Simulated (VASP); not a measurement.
# Si8O14F (a cell with a defect) in VASP: notebook

Runs on Si8O14F (a cell with a defect). Level: PBE. Tasks: single point.

Everything below comes from runs of VASP 6.6.1. Logs are shortened: lines on timing, memory, paths and dates and some standing lists are left out, and cuts for length are marked.

## Step 1: The cell of the first run

The cell holds a defect, 23 atoms: a = 5.911 Å, b = 5.911 Å, c = 5.334 Å, α = 90.00°, β = 90.00°, γ = 90.00°.

## Step 2: Single point, PBE

File INCAR:

```
SYSTEM = Si8O14F
PREC     = Accurate       ! precision mode
ENCUT    = 520            ! plane-wave cutoff, eV
EDIFF    = 1E-6           ! SCF threshold, eV
ISMEAR   = 0              ! smearing method
SIGMA    = 0.05           ! smearing width, eV
LREAL    = Auto         
LASPH    = .True.         ! aspherical terms in the spheres
NELM     = 100            ! most SCF steps
ALGO     = Normal         ! electronic algorithm
ISIF     = 2              ! what is computed and relaxed
LWAVE    = .False.        ! write WAVECAR
LCHARG   = .False.        ! write CHGCAR
GGA      = PE             ! functional
NELECT   = 122.0        
NBANDS   = 78             ! bands
```

File KPOINTS:

```
regular mesh
0
Gamma
  2 2 2
  0 0 0
```

File POSCAR:

```
Si8O14F
1.0
   -4.1797000000     -4.1797000000      0.0000000000
    4.1797000000     -4.1797000000      0.0000000000
    0.0000000000      0.0000000000      5.3338000000
Si O F
8 14 1
Direct
    0.4990264852      0.4989140369     -0.0009812891
   -0.0010485202      0.4989120033      0.2471926206
    0.4951465416      0.4989090126      0.4990160861
   -0.0010385913      0.4989133191      0.7508388016
    0.0827424217     -0.0010865612     -0.0009837264
    0.4844533100     -0.0010884752      0.2552994113
   -0.0115382683     -0.0010870397      0.4990095242
    0.4844722109     -0.0010877575      0.7427042634
    0.1943572505      0.4989111659     -0.0009833515
    0.0048088380      0.1901405603      0.2422597398
    0.8022044644      0.4989066201     -0.0009856013
    0.0047974735      0.8076821303      0.2422574900
    0.1935424791      0.4989163098      0.4990145862
    0.0048121875      0.1901396033      0.7557716825
    0.8026395435      0.4989081752      0.4990173985
    0.0048005838      0.8076847621      0.7557726199
    0.4957750556      0.6977929038      0.2453288462
    0.4957700313      0.3000296672      0.2453277213
    0.6876672967     -0.0010878771      0.4990100866
    0.4957788837      0.6977941001      0.7527029510
    0.2959702849     -0.0011019930      0.4990130864
    0.4957718257      0.3000278728      0.7527048258
    0.6771013470     -0.0010839295     -0.0009871011
```

Potentials or basis: VASP PAW PBE potentials, release 64 (Si, O, F).

Command:

```bash
$ cat potpaw_PBE.64/Si/POTCAR potpaw_PBE.64/O/POTCAR potpaw_PBE.64/F/POTCAR > POTCAR
$ mpirun -np 1 vasp_std > vasp.out
```

OUTCAR:

```text
SYSTEM = Si8O14F
   PREC = Accurate
   ENCUT = 520
   EDIFF = 1E-6
   ISMEAR = 0
   LREAL = Auto
   LASPH = .True.
   NELM = 100
   ISIF = 2
   GGA = PE
   NELECT = 122.0

 ion  position               nearest neighbor table
   1  0.499  0.499  0.999-  17 1.76  18 1.76  20 1.76  22 1.76  11 1.79   9 1.80   3 2.67   3 2.67

   2  0.999  0.499  0.247-   9 1.76  11 1.76  13 1.77  15 1.78  12 1.83  10 1.83   4 2.65   4 2.69

   3  0.495  0.499  0.499-  13 1.78  18 1.79  22 1.79  17 1.79  20 1.79  15 1.82   1 2.67   1 2.67

   4  0.999  0.499  0.751-   9 1.76  11 1.76  13 1.77  15 1.78  16 1.83  14 1.83   2 2.65   2 2.69

   5  0.083  0.999  0.999-  14 1.78  10 1.78  16 1.78  12 1.78  23 2.40   7 2.72   7 2.72   6 2.74
                             8 2.74
   6  0.484  0.999  0.255-  21 1.71  19 1.77  23 1.78  18 1.78  17 1.78   8 2.60   8 2.73   5 2.74

   7  0.988  0.999  0.499-  19 1.78  10 1.78  12 1.78  14 1.78  16 1.78  21 1.82   5 2.72   5 2.72

   8  0.484  0.999  0.743-  21 1.71  19 1.77  23 1.78  22 1.78  20 1.78   6 2.60   6 2.73   5 2.74

   9  0.194  0.499  0.999-   4 1.76   2 1.76   1 1.80
  10  0.005  0.190  0.242-   7 1.78   5 1.78   2 1.83
  11  0.802  0.499  0.999-   2 1.76   4 1.76   1 1.79
  12  0.005  0.808  0.242-   7 1.78   5 1.78   2 1.83
  13  0.194  0.499  0.499-   4 1.77   2 1.77   3 1.78
  14  0.005  0.190  0.756-   7 1.78   5 1.78   4 1.83
  15  0.803  0.499  0.499-   2 1.78   4 1.78   3 1.82
  16  0.005  0.808  0.756-   7 1.78   5 1.78   4 1.83
  17  0.496  0.698  0.245-   1 1.76   6 1.78   3 1.79
  18  0.496  0.300  0.245-   1 1.76   6 1.78   3 1.79
  19  0.688  0.999  0.499-   8 1.77   6 1.77   7 1.78
  20  0.496  0.698  0.753-   1 1.76   8 1.78   3 1.79
  21  0.296  0.999  0.499-   8 1.71   6 1.71   7 1.82
  22  0.496  0.300  0.753-   1 1.76   8 1.78   3 1.79
  23  0.677  0.999  0.999-   6 1.78   8 1.78   5 2.40

  LATTYP: Found a simple tetragonal cell.
 ALAT       =     5.9109884267
 C/A-ratio  =     0.9023533147

  Lattice vectors:

 A1 = (  -4.1797000000,  -4.1797000000,   0.0000000000)
 A2 = (   4.1797000000,  -4.1797000000,   0.0000000000)
 A3 = (   0.0000000000,   0.0000000000,   5.3338000000)

Analysis of symmetry for initial positions (statically):
=====================================================================
 Subroutine PRICEL returns:
 Original cell was already a primitive cell.

 Routine SETGRP: Setting up the symmetry group for a
 simple tetragonal supercell.

 Subroutine GETGRP returns: Found  1 space group operations
 (whereof  1 operations were pure point group operations)
 out of a pool of 16 trial point group operations.

The static configuration has the point symmetry C_1 .

Analysis of symmetry for dynamics (positions and initial velocities):
=====================================================================
 Subroutine PRICEL returns:
 Original cell was already a primitive cell.

 Routine SETGRP: Setting up the symmetry group for a
 simple tetragonal supercell.

 Subroutine GETGRP returns: Found  1 space group operations
 (whereof  1 operations were pure point group operations)
 out of a pool of 16 trial point group operations.

The dynamic configuration has the point symmetry C_1 .

 Subroutine INISYM returns: Found  1 space group operations
 (whereof  1 operations are pure point group operations),
 and found     1 'primitive' translations

----------------------------------------------------------------------------------------

                                     Primitive cell

  volume of cell :     186.3618

  direct lattice vectors                    reciprocal lattice vectors
    -4.179700000 -4.179700000  0.000000000    -0.119625810 -0.119625810  0.000000000
     4.179700000 -4.179700000  0.000000000     0.119625810 -0.119625810  0.000000000
     0.000000000  0.000000000  5.333800000     0.000000000  0.000000000  0.187483595

  length of vectors
     5.910988427  5.910988427  5.333800000     0.169176444  0.169176444  0.187483595

  position of ions in fractional coordinates (direct lattice)
     0.499026485  0.498914037  0.999018711
     0.998951480  0.498912003  0.247192621
     0.495146542  0.498909013  0.499016086
     0.998961409  0.498913319  0.750838802
     0.082742422  0.998913439  0.999016274
     0.484453310  0.998911525  0.255299411
[... 15 lines left out ...]
     0.495771826  0.300027873  0.752704826
     0.677101347  0.998916071  0.999012899

  ion indices of the primitive-cell ions
   primitive index   ion index
                 1           1
                 2           2
                 3           3
                 4           4
                 5           5
                 6           6
[... 15 lines left out ...]
                22          22
                23          23

----------------------------------------------------------------------------------------

 KPOINTS: regular mesh

Automatic generation of k-mesh.
 Grid dimensions read from file:
 generate k-points for:    2    2    2

 Generating k-lattice:

  Cartesian coordinates                     Fractional coordinates (reciprocal lattice)
    -0.059812905 -0.059812905  0.000000000     0.500000000  0.000000000  0.000000000
     0.059812905 -0.059812905  0.000000000     0.000000000  0.500000000  0.000000000
     0.000000000  0.000000000  0.093741798     0.000000000  0.000000000  0.500000000

  Length of vectors
     0.084588222  0.084588222  0.093741798

  Shift w.r.t. Gamma in fractional coordinates (k-lattice)
     0.000000000  0.000000000  0.000000000

 Subroutine IBZKPT returns following result:
 ===========================================

 Found      8 irreducible k-points:

 Following reciprocal coordinates:
            Coordinates               Weight
  0.000000  0.000000  0.000000      1.000000
  0.500000  0.000000  0.000000      1.000000
  0.000000  0.500000  0.000000      1.000000
  0.500000  0.500000  0.000000      1.000000
  0.000000  0.000000  0.500000      1.000000
  0.500000  0.000000  0.500000      1.000000
  0.000000  0.500000  0.500000      1.000000
  0.500000  0.500000  0.500000      1.000000
   k-points           NKPTS =      8   k-points in BZ     NKDIM =      8   number of bands    NBANDS=     78
   number of dos      NEDOS =    301   number of ions     NIONS =     23
   total plane-waves  NPLWV =  92160
   dimension x,y,z NGX =    48 NGY =   48 NGZ =   40
   dimension x,y,z NGXF=    96 NGYF=   96 NGZF=   80
   ions per type =               8  14   1
   NGX,Y,Z   is equivalent  to a cutoff of  13.50, 13.50, 12.47 a.u.
   NGXF,Y,Z  is equivalent  to a cutoff of  27.00, 27.00, 24.93 a.u.
 SYSTEM =  Si8O14F
   PREC   = accura    normal or accurate (medium, high low for compatibility)
   ISTART =      0    job   : 0-new  1-cont  2-samecut
   ICHARG =      2    charge: 1-file 2-atom 10-const
   ISPIN  =      1    spin polarized calculation?
   LNONCOLLINEAR =      F non collinear calculations
   LSORBIT =      F    spin-orbit coupling
   LASPH  =      T    aspherical Exc in radial PAW
   ENCUT  =  520.0 eV  38.22 Ry    6.18 a.u.  10.99 10.99  9.92*2*pi/ulx,y,z
   NELM   =    100;   NELMIN=  2; NELMDL= -5     # of ELM steps
   EDIFF  = 0.1E-05   stopping-criterion for ELM
   LREAL  =      T    real-space projection
   EDIFFG = 0.1E-04   stopping-criterion for IOM
   NSW    =      0    number of steps for IOM
   IBRION =     -1    ionic relax: 0-MD 1-quasi-New 2-CG
   NFREE  =      0    steps in history (QN), initial steepest desc. (CG)
   ISIF   =      2    stress and relaxation
   ISYM   =      2    0-nonsym 1-usesym 2-fastsym
   POTIM  = 0.5000    time-step for ionic-motion
   TEBEG  =    0.0;   TEEND  =   0.0 temperature during run
   PSTRESS=    0.0 pullay stress
   NELECT =     122.0000    total number of electrons
   NUPDOWN=      -1.0000    fix difference up-down
   EMIN   =  10.00;   EMAX   =-10.00  energy-range for DOS
   EFERMI =   0.00;   METHOD = LEGACY
   ISMEAR =     0;   SIGMA  =   0.05  broadening in eV -4-tet -1-fermi 0-gaus
   EFERMI_NEDOS =   21; number of points for ismear=-14 and -15
   IALGO  =     38    algorithm
   IMIX   =      4    mixing-type and parameters
     AMIX     =   0.40;   BMIX     =  1.00
     AMIX_MAG =   1.60;   BMIX_MAG =  1.00
  volume/ion in A,a.u.               =       8.10        54.68
  Fermi-wavevector in a.u.,A,eV,Ry     =   1.421486  2.686218 27.492221  2.020621
  Thomas-Fermi vector in A             =   2.542290
   LORBIT       =      0    0 simple, 1 ext, 2 COOP (PROOUT), +10 PAW based schemes
   GGA     = PE    functional components
   LHFCALC =     F    Hartree Fock is set to
   AEXX    =    0.0000 exact exchange contribution
   IVDW    =     0    specifies the selected vdW correction
   LEPSILON=     F    determine dielectric tensor
   LRPA    =     F    only Hartree local field effects (RPA)
 non-spin polarized calculation
 Gauss-broadening in eV      SIGMA  =   0.05
  energy-cutoff  :      520.00
  volume of cell :      186.36
 maximum number of plane-waves:      5032
 NGX is ok and might be reduce to    48
   NGX = 21   NGY = 21   NGZ = 19

 number of electron     121.9999984 magnetization

 Free energy of the ion-electron system (eV)
  ---------------------------------------------------
  ext. energy  EPLUGINS =         0.00000000
  ---------------------------------------------------
  free energy    TOTEN  =      -179.97665209 eV

  energy without entropy =     -179.97665209  energy(sigma->0) =     -179.97665209

 E-fermi :   8.1470     XC(G=0): -12.0362

 val. band max:        7.9089777776   @ k =   0.0000   0.5000   0.0000
 cond. band min:      11.0988411141   @ k =   0.0000   0.0000   0.5000
 fundamental gap:      3.1898633365
 Fermi energy:         8.1470335905

 k-point     1 :       0.0000    0.0000    0.0000
  band No.  band energies     occupation
      1     -18.0231      2.00000
      2     -14.1995      2.00000
      3     -12.6933      2.00000
      4     -12.6715      2.00000
      5     -11.8629      2.00000
      6     -11.5147      2.00000
[... 65 lines left out ...]
     72      16.5879      0.00000
     73      17.3820      0.00000

 k-point     2 :       0.5000    0.0000    0.0000
  band No.  band energies     occupation
      1     -18.0195      2.00000
      2     -13.7848      2.00000
      3     -13.4851      2.00000
      4     -12.3232      2.00000
      5     -11.8865      2.00000
      6     -11.7929      2.00000
[... 65 lines left out ...]
     72      16.9915      0.00000
     73      17.1407      0.00000

 k-point     3 :       0.0000    0.5000    0.0000
  band No.  band energies     occupation
      1     -18.0177      2.00000
      2     -13.8094      2.00000
      3     -13.4925      2.00000
      4     -12.1400      2.00000
      5     -12.1012      2.00000
      6     -11.6853      2.00000
[... 369 lines left out ...]
     72      17.7375      0.00000
     73      18.3985      0.00000

 k-point     8 :       0.5000    0.5000    0.5000
  band No.  band energies     occupation
      1     -18.0012      2.00000
      2     -13.1057      2.00000
      3     -12.7123      2.00000
      4     -12.6262      2.00000
      5     -12.4857      2.00000
      6     -12.4178      2.00000
[... 65 lines left out ...]
     72      17.8849      0.00000
     73      18.2123      0.00000
 [bands above 73 left out]

------------------------ aborting loop because EDIFF is reached ----------------------------------------

  FORCE on cell =-STRESS in cart. coord.  units (eV):
  Direction    XX          YY          ZZ          XY          YZ          ZX
  --------------------------------------------------------------------------------------
  -------------------------------------------------------------------------------------
  Total       -6.8238698     -6.8216690     -2.8418618      3.7519112      0.0010009      0.0026242
  in kB      -58.6657148    -58.6467950    -24.4318630     32.2556794      0.0086051      0.0225606
  external PRESSURE =     -47.2481243 kB  Pullay stress =       0.0000000 kB

 VOLUME and BASIS-vectors are now :
 -----------------------------------------------------------------------------
  energy-cutoff  :      520.00
  volume of cell :      186.36
      direct lattice vectors                 reciprocal lattice vectors
    -4.179700000 -4.179700000  0.000000000    -0.119625810 -0.119625810  0.000000000
     4.179700000 -4.179700000  0.000000000     0.119625810 -0.119625810  0.000000000
     0.000000000  0.000000000  5.333800000     0.000000000  0.000000000  0.187483595

 POSITION                                       TOTAL-FORCE (eV/Angst)
 -----------------------------------------------------------------------------------
     -0.00047     -4.17109      5.32857        -0.002361     -0.000861     -0.001098
     -2.09001     -6.26062      1.31848         0.004807      0.002685      0.000277
      0.01573     -4.15485      2.66165        -0.004747     -0.007229      0.000674
     -2.09005     -6.26067      4.00482         0.006071      0.006765      0.000349
      3.82932     -4.52100      5.32855        -0.002829     -0.002285     -0.002186
      2.15028     -6.20002      1.36172         0.019975      0.019346      0.011893
[... 15 lines left out ...]
     -0.81815     -3.32620      4.01478        -0.004931      0.011939      0.002947
      1.34509     -7.00525      5.32854        -0.063123     -0.064751      0.001024
 -----------------------------------------------------------------------------------
    total drift:                                0.001126      0.011319     -0.006635

  FREE ENERGIE OF THE ION-ELECTRON SYSTEM (eV)
  ---------------------------------------------------
  free  energy   TOTEN  =      -179.9766520935 eV

  energy  without entropy=     -179.9766520935  energy(sigma->0) =     -179.97665209
```

Run time: 2.1 min. Hardware: 1 thread of AMD EPYC 9R14 (Zen 4), shared host; peak memory 0.28 GiB.

What came out:

| Quantity | Value |
| --- | --- |
| Free energy | -179.9767 eV |
| Largest force | 0.090 eV/Å |

Forces in eV/Å, atoms in the order of the input:
```
Si  -0.002 -0.001 -0.001
Si   0.005  0.003  0.000
Si  -0.005 -0.007  0.001
Si   0.006  0.007  0.000
Si  -0.003 -0.002 -0.002
Si   0.020  0.019  0.012
Si   0.007  0.010  0.001
Si   0.020  0.021 -0.010
O   -0.016 -0.017  0.000
O    0.009 -0.016 -0.002
O    0.013  0.014  0.000
O   -0.016  0.008 -0.002
O   -0.005 -0.007 -0.001
O    0.008 -0.016  0.002
O    0.010  0.011  0.000
O   -0.015  0.008  0.003
O    0.011 -0.005 -0.004
O   -0.005  0.011 -0.003
O   -0.022 -0.018 -0.001
O    0.011 -0.005  0.004
O    0.037  0.034 -0.002
O   -0.005  0.012  0.003
F   -0.063 -0.065  0.001
```

Levels at points of the mesh, in eV from the Fermi level:
| k point | band 57 | band 58 | band 59 | band 60 | band 61 | band 62 | band 63 | band 64 | band 65 | band 66 |
| --- | --- | --- | --- | --- | --- | --- | --- | --- | --- | --- |
| (0.00, 0.00, 0.00) | -1.64 | -1.57 | -1.32 | -1.27 | -0.48 | 4.59 | 4.76 | 5.63 | 6.68 | 6.83 |
| (0.50, 0.00, 0.00) | -1.87 | -1.84 | -1.11 | -0.94 | -0.79 | 4.36 | 4.44 | 6.39 | 7.16 | 7.22 |
| (0.00, 0.50, 0.00) | -1.76 | -1.66 | -1.63 | -1.49 | -0.24 | 5.06 | 5.27 | 5.67 | 6.47 | 6.99 |
| (0.50, 0.50, 0.00) | -1.76 | -1.61 | -1.50 | -1.35 | -0.56 | 4.90 | 5.06 | 6.34 | 7.37 | 7.59 |
| (0.00, 0.00, 0.50) | -1.63 | -1.52 | -1.20 | -0.97 | -0.65 | 2.95 | 5.07 | 7.18 | 7.31 | 7.61 |
| (0.50, 0.00, 0.50) | -1.28 | -1.25 | -1.09 | -0.93 | -0.69 | 3.00 | 5.05 | 7.58 | 7.66 | 7.88 |
| (0.00, 0.50, 0.50) | -1.77 | -1.45 | -1.36 | -1.17 | -0.44 | 3.61 | 5.59 | 7.10 | 7.22 | 7.53 |
| (0.50, 0.50, 0.50) | -1.74 | -1.55 | -1.54 | -1.51 | -0.31 | 3.52 | 5.35 | 7.06 | 8.31 | 8.34 |

Caveat: the k points lie up to 0.59 Å⁻¹ apart; the cell carries a net charge on a neutralising background, which shifts energy and pressure; the cell is charged against a uniform background, so pressure and absolute levels hang on convention.

(Part 1 of 2 ends here.)
